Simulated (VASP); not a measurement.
# InAs (F-43m) in VASP: single point with PBE

Aim: the single point of InAs with PBE.

Program: VASP 6.6.1. These are calculated values, not measurements. Logs are shortened: lines on timing, memory, paths and dates and some standing lists are left out, and cuts for length are marked.

## Step 1: The cell of the first run

Symmetry: F-43m, No. 216, cubic system. The conventional cell has a = 6.060 Å, b = 6.060 Å, c = 6.060 Å, α = 90.00°, β = 90.00°, γ = 90.00°. Within 3.5 Å of In (site symmetry -43m) lie 4 As at 2.62 Å. Within 3.5 Å of As (site symmetry -43m) lie 4 In at 2.62 Å.

## Step 2: Single point, PBE

Input file INCAR:

```
SYSTEM = InAs
PREC     = Accurate       ! precision mode
ENCUT    = 500            ! plane-wave cutoff, eV
EDIFF    = 1E-6           ! SCF threshold, eV
ISMEAR   = -1             ! smearing method
SIGMA    = 0.01           ! smearing width, eV
LREAL    = .False.        ! projectors in reciprocal space
LASPH    = .True.         ! aspherical terms in the spheres
NELM     = 120            ! most SCF steps
ALGO     = Normal         ! electronic algorithm
ISIF     = 2              ! what is computed and relaxed
LWAVE    = .False.        ! write WAVECAR
LCHARG   = .False.        ! write CHGCAR
GGA      = PE             ! functional
NBANDS   = 16             ! bands
GGA_COMPAT= .False.
```

Input file KPOINTS:

```
regular mesh
0
Gamma
  4 4 4
  0 0 0
```

Input file POSCAR:

```
InAs
1.0
    0.0000000000      3.0300000000      3.0300000000
    3.0300000000      0.0000000000      3.0300000000
    3.0300000000      3.0300000000      0.0000000000
In As
1 1
Direct
    0.0000000000      0.0000000000      0.0000000000
    0.2500000000      0.2500000000      0.2500000000
```

Potentials or basis: VASP PAW PBE potentials, release 64 (In_d, As).

On the command line:

```sh
$ cat potpaw_PBE.64/In_d/POTCAR potpaw_PBE.64/As/POTCAR > POTCAR
$ mpirun -np 1 vasp_std > vasp.out
```

OUTCAR:

```text
SYSTEM = InAs
   PREC = Accurate
   ENCUT = 500
   EDIFF = 1E-6
   ISMEAR = -1
   LREAL = .False.
   LASPH = .True.
   NELM = 120
   ISIF = 2
   GGA = PE

 ion  position               nearest neighbor table
   1  0.000  0.000  0.000-   2 2.62   2 2.62   2 2.62   2 2.62
   2  0.250  0.250  0.250-   1 2.62   1 2.62   1 2.62   1 2.62

  LATTYP: Found a face centered cubic cell.
 ALAT       =     6.0600000000

  Lattice vectors:

 A1 = (   0.0000000000,   3.0300000000,   3.0300000000)
 A2 = (   3.0300000000,   0.0000000000,   3.0300000000)
 A3 = (   3.0300000000,   3.0300000000,   0.0000000000)

Analysis of symmetry for initial positions (statically):
=====================================================================
 Subroutine PRICEL returns:
 Original cell was already a primitive cell.

 Routine SETGRP: Setting up the symmetry group for a
 face centered cubic supercell.

 Subroutine GETGRP returns: Found 24 space group operations
 (whereof 24 operations were pure point group operations)
 out of a pool of 48 trial point group operations.

The static configuration has the point symmetry T_d .

Analysis of symmetry for dynamics (positions and initial velocities):
=====================================================================
 Subroutine PRICEL returns:
 Original cell was already a primitive cell.

 Routine SETGRP: Setting up the symmetry group for a
 face centered cubic supercell.

 Subroutine GETGRP returns: Found 24 space group operations
 (whereof 24 operations were pure point group operations)
 out of a pool of 48 trial point group operations.

The dynamic configuration has the point symmetry T_d .

 Subroutine INISYM returns: Found 24 space group operations
 (whereof 24 operations are pure point group operations),
 and found     1 'primitive' translations

----------------------------------------------------------------------------------------

                                     Primitive cell

  volume of cell :      55.6363

  direct lattice vectors                    reciprocal lattice vectors
     0.000000000  3.030000000  3.030000000    -0.165016502  0.165016502  0.165016502
     3.030000000  0.000000000  3.030000000     0.165016502 -0.165016502  0.165016502
[... 61 lines left out ...]
   ICHARG =      2    charge: 1-file 2-atom 10-const
   ISPIN  =      1    spin polarized calculation?
   LNONCOLLINEAR =      F non collinear calculations
   LSORBIT =      F    spin-orbit coupling
   LASPH  =      T    aspherical Exc in radial PAW
   ENCUT  =  500.0 eV  36.75 Ry    6.06 a.u.   7.81  7.81  7.81*2*pi/ulx,y,z
   NELM   =    120;   NELMIN=  2; NELMDL= -5     # of ELM steps
   EDIFF  = 0.1E-05   stopping-criterion for ELM
   LREAL  =      F    real-space projection
   EDIFFG = 0.1E-04   stopping-criterion for IOM
   NSW    =      0    number of steps for IOM
   IBRION =     -1    ionic relax: 0-MD 1-quasi-New 2-CG
   NFREE  =      0    steps in history (QN), initial steepest desc. (CG)
   ISIF   =      2    stress and relaxation
   ISYM   =      2    0-nonsym 1-usesym 2-fastsym
   POTIM  = 0.5000    time-step for ionic-motion
   TEBEG  =    0.0;   TEEND  =   0.0 temperature during run
   PSTRESS=    0.0 pullay stress
   NELECT =      18.0000    total number of electrons
   NUPDOWN=      -1.0000    fix difference up-down
   EMIN   =  10.00;   EMAX   =-10.00  energy-range for DOS
   EFERMI =   0.00;   METHOD = LEGACY
   ISMEAR =    -1;   SIGMA  =   0.01  broadening in eV -4-tet -1-fermi 0-gaus
   EFERMI_NEDOS =   21; number of points for ismear=-14 and -15
   IALGO  =     38    algorithm
   IMIX   =      4    mixing-type and parameters
     AMIX     =   0.40;   BMIX     =  1.00
     AMIX_MAG =   1.60;   BMIX_MAG =  1.00
  volume/ion in A,a.u.               =      27.82       187.73
  Fermi-wavevector in a.u.,A,eV,Ry     =   1.123862  2.123791 17.185058  1.263066
  Thomas-Fermi vector in A             =   2.260531
   LORBIT       =      0    0 simple, 1 ext, 2 COOP (PROOUT), +10 PAW based schemes
   GGA     = PE    functional components
   LHFCALC =     F    Hartree Fock is set to
   AEXX    =    0.0000 exact exchange contribution
   IVDW    =     0    specifies the selected vdW correction
   LEPSILON=     F    determine dielectric tensor
   LRPA    =     F    only Hartree local field effects (RPA)
 non-spin polarized calculation
  energy-cutoff  :      500.00
  volume of cell :       55.64
 maximum number of plane-waves:      1428
   NGX = 15   NGY = 15   NGZ = 15

 number of electron      17.9999990 magnetization

 Free energy of the ion-electron system (eV)
  ---------------------------------------------------
  ext. energy  EPLUGINS =         0.00000000
  ---------------------------------------------------
  free energy    TOTEN  =        -7.54434901 eV

  energy without entropy =       -7.54375228  energy(sigma->0) =       -7.54405065

 E-fermi :   4.4899     XC(G=0):  -9.0446

 val. band max:        4.4829644717   @ k =   0.0000   0.0000   0.0000
 cond. band min:       5.4086747053   @ k =   0.5000   0.0000   0.0000
 fundamental gap:      0.9257102336
 Fermi energy:         4.4898957983

 k-point     1 :       0.0000    0.0000    0.0000
  band No.  band energies     occupation
      1      -9.9327      2.00000
      2      -9.9327      2.00000
      3      -9.9327      2.00000
      4      -9.8113      2.00000
      5      -9.8113      2.00000
      6      -7.3364      2.00000
[... 129 lines left out ...]
      3      -9.8603      2.00000
      4      -9.8263      2.00000
      5      -9.8029      2.00000
      6      -5.2939      2.00000
[... 8 lines left out ...]
     15      16.1001      0.00000
     16      16.2002      0.00000

------------------------ aborting loop because EDIFF is reached ----------------------------------------

  FORCE on cell =-STRESS in cart. coord.  units (eV):
  Direction    XX          YY          ZZ          XY          YZ          ZX
  --------------------------------------------------------------------------------------
  -------------------------------------------------------------------------------------
  Total        1.4337103      1.4337103      1.4337103     -0.0000000      0.0000000     -0.0000000
  in kB       41.2870755     41.2870755     41.2870755     -0.0000000      0.0000000     -0.0000000
  external PRESSURE =      41.2870755 kB  Pullay stress =       0.0000000 kB

 VOLUME and BASIS-vectors are now :
 -----------------------------------------------------------------------------
  energy-cutoff  :      500.00
  volume of cell :       55.64
      direct lattice vectors                 reciprocal lattice vectors
     0.000000000  3.030000000  3.030000000    -0.165016502  0.165016502  0.165016502
     3.030000000  0.000000000  3.030000000     0.165016502 -0.165016502  0.165016502
     3.030000000  3.030000000  0.000000000     0.165016502  0.165016502 -0.165016502

 POSITION                                       TOTAL-FORCE (eV/Angst)
 -----------------------------------------------------------------------------------
      0.00000      0.00000      0.00000        -0.000000     -0.000000      0.000000
      1.51500      1.51500      1.51500         0.000000      0.000000     -0.000000
 -----------------------------------------------------------------------------------
    total drift:                               -0.000000     -0.000000     -0.000000

  FREE ENERGIE OF THE ION-ELECTRON SYSTEM (eV)
  ---------------------------------------------------
  free  energy   TOTEN  =        -7.5443490114 eV

  energy  without entropy=       -7.5437522794  energy(sigma->0) =       -7.54405065
```

It used 14 s of CPU time on 1 thread of AMD EPYC 7R13 Processor (Zen 3) (shared host).

What came out:

```yaml
Free_energy: -7.5443 eV
Pressure: 4.1 GPa
Band_gap_on_the_k_mesh: zero (filled and empty bands touch)
```

Caveat: the k points lie up to 0.45 Å⁻¹ apart; spin-orbit coupling is left out, which moves the levels of the heavy elements.
